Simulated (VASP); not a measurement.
Write the native input for VASP 6.6.1 that does the following.

| Property | Result |
| --- | --- |
| Task | single point |
| Functional | r2SCAN |
| Potentials or basis | VASP PAW PBE potentials, release 64 (Cu, O) |
| Cutoff | 660 eV |
| k mesh | 9 × 9 × 5 |
| Occupations | fermi-dirac, width 0.1 eV |
| Spin | no spin polarisation |
| Dipole correction | no |
| Further INCAR settings | ALGO = Normal; EDIFF = 1e-06; NBANDS = 25 |

Crystal: CuO.

```
Cu O
1.0
     2.06864   -2.06925    0.16388
     2.06864    2.06925    0.16388
    -0.40563    0.00000    5.17765
Cu O
2 2
Cartesian
  1.0098 1.0346 0.0896
  0.8070 -1.0346 2.6785
  1.9427 0.0008 1.4660
  1.7399 -0.0008 4.0548
```

One way to write it, as run:

POSCAR

```
CuO
1.0
    2.0686388300     -2.0692493800      0.1638759400
    2.0686388300      2.0692493800      0.1638759400
   -0.4056282500      0.0000000000      5.1776453900
Cu O
2 2
Direct
   -0.0057500000      0.4942500000      0.0018500000
    0.4942500000     -0.0057500000      0.5018500000
    0.4940621700      0.4944378300      0.2518500000
    0.4944378300      0.4940621700      0.7518500000
```

INCAR.step1

```
PREC = Accurate
ENCUT = 660
ISMEAR = -1
SIGMA = 0.1
LREAL = False
LASPH = True
NELM = 120
NBANDS = 25
GGA = PE
ALGO = Normal
EDIFF = 1E-5
LWAVE = True
LCHARG = False
GGA_COMPAT = False
```

INCAR.step2

```
PREC = Accurate
ENCUT = 660
EDIFF = 1E-6
ISMEAR = -1
SIGMA = 0.1
LREAL = False
LASPH = True
NELM = 120
ALGO = Normal
ISIF = 2
LWAVE = False
LCHARG = False
METAGGA = R2SCAN
LMIXTAU = True
NBANDS = 25
ISTART = 1
GGA_COMPAT = False
```

KPOINTS

```
Automatic mesh
0
Gamma
  9 9 5
```

Potentials or basis: VASP PAW PBE potentials, release 64 (Cu, O).

Run with:

```bash
$ cat potpaw_PBE.64/Cu/POTCAR potpaw_PBE.64/O/POTCAR > POTCAR
$ cp INCAR.step1 INCAR
$ mpirun -np 1 vasp_std > vasp.out
$ cp INCAR.step2 INCAR
$ mpirun -np 1 vasp_std > vasp.out
```

It gave:

| Property | Result |
| --- | --- |
| Pressure | -5.5 GPa |
| Band gap on the k mesh | zero (bands 17 and 18 overlap by 0.93 eV) |

Caveat: the cell stands under tension; the PAW data sets were made with another functional, which shifts forces and pressure a little; semilocal functionals often make such compounds metallic where correlation or magnetic order opens a gap, which also shifts bond lengths.

Run time: 21 min on 1 thread of Oxide Virtual Turin-like Processor, with other jobs on the host, peak memory 0.27 GiB.
